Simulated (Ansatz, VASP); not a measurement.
**C in VASP and in Ansatz**

Contents of INCAR:

```
SYSTEM = C
ALGO = Normal
EDIFF = 1E-7
ENCUT = 520
GGA = CA
ISIF = 2
ISMEAR = 0
LASPH = .TRUE.
LCHARG = .TRUE.
LELF = .TRUE.
LREAL = .FALSE.
LVHAR = .TRUE.
LWAVE = .FALSE.
NBANDS = 31
NELM = 80
PREC = Accurate
SIGMA = 0.05
```

KPOINTS

```
k-points
0
G
  12 12 12
  0 0 0
```

The input POSCAR:

```
C
1.0
    1.1833631070      0.6832150084     10.7665714855
   -1.1833631070      0.6832150084     10.7665714855
    0.0000000000     -1.3664300168     10.7665714855
C
10
Direct
    0.0248185525      0.0248185525      0.0248185525
    0.9751814475      0.9751814475      0.9751814475
    0.1086956498      0.1086956498      0.1086956498
    0.8913043502      0.8913043502      0.8913043502
    0.1583656632      0.1583656632      0.1583656632
    0.8416343368      0.8416343368      0.8416343368
    0.3748645769      0.3748645769      0.3748645769
    0.6251354231      0.6251354231      0.6251354231
    0.4253218689      0.4253218689      0.4253218689
    0.5746781311      0.5746781311      0.5746781311
```

Input for Ansatz:

```yaml
crystal:
  lattice:
    - [1.183363107, 0.6832150084, 10.7665714855]
    - [-1.183363107, 0.6832150084, 10.7665714855]
    - [0.0, -1.3664300168, 10.7665714855]
  atoms:
    - { symbol: C, position: [0.0248185525, 0.0248185525, 0.0248185525] }
    - { symbol: C, position: [0.9751814475, 0.9751814475, 0.9751814475] }
    - { symbol: C, position: [0.1086956498, 0.1086956498, 0.1086956498] }
    - { symbol: C, position: [0.8913043502, 0.8913043502, 0.8913043502] }
    - { symbol: C, position: [0.1583656632, 0.1583656632, 0.1583656632] }
    - { symbol: C, position: [0.8416343368, 0.8416343368, 0.8416343368] }
    - { symbol: C, position: [0.3748645769, 0.3748645769, 0.3748645769] }
    - { symbol: C, position: [0.6251354231, 0.6251354231, 0.6251354231] }
    - { symbol: C, position: [0.4253218689, 0.4253218689, 0.4253218689] }
    - { symbol: C, position: [0.5746781311, 0.5746781311, 0.5746781311] }
basis:
  ecutwfc: 420
kpoints:
  mp_grid: { grid: [12, 12, 12] }
hamiltonian:
  xc: lda
scf:
  occupations: { method: gaussian, width: 0.05 }
output:
  forces: true
  stress: true
  eigenvalues: true
```

Change from the starting cell: strain -0.050 along x and y, +0.050 along z, atoms carried along.

Alike in both runs: task single point; functional LDA; k mesh 12 × 12 × 12; occupations gaussian, width 0.05 eV; no spin polarisation.

|  | VASP | Ansatz |
| --- | --- | --- |
| version | VASP 6.6.1 | Ansatz 0.2.0 |
| potentials or method | VASP PAW LDA potentials, release 64 (C), cutoff 520 eV | scalar-relativistic, plane waves, PAW |
| valence electrons in the cell | 40 | 40 |

```tsv
	VASP	Ansatz	Ansatz less VASP
gap on the k mesh at the Fermi level (eV)	2.83	2.83	+0.001
least direct gap on the mesh (eV)	2.83	2.83	+0.001
pressure (GPa)	35.7	33.8	-1.89
traceless stress, the component that is largest in VASP (GPa)	-89.53	-89.07	+0.458
rms of the force components (eV/Å)	0.134	0.115	-0.0196
```

LDA's correlation is that of Perdew and Zunger in VASP and of Perdew and Wang (1992) in Ansatz. Atom by atom the forces differ by 0.020 eV/Å (rms over components). Both programs put the cell under a high pressure, so it lies far from rest at this level.
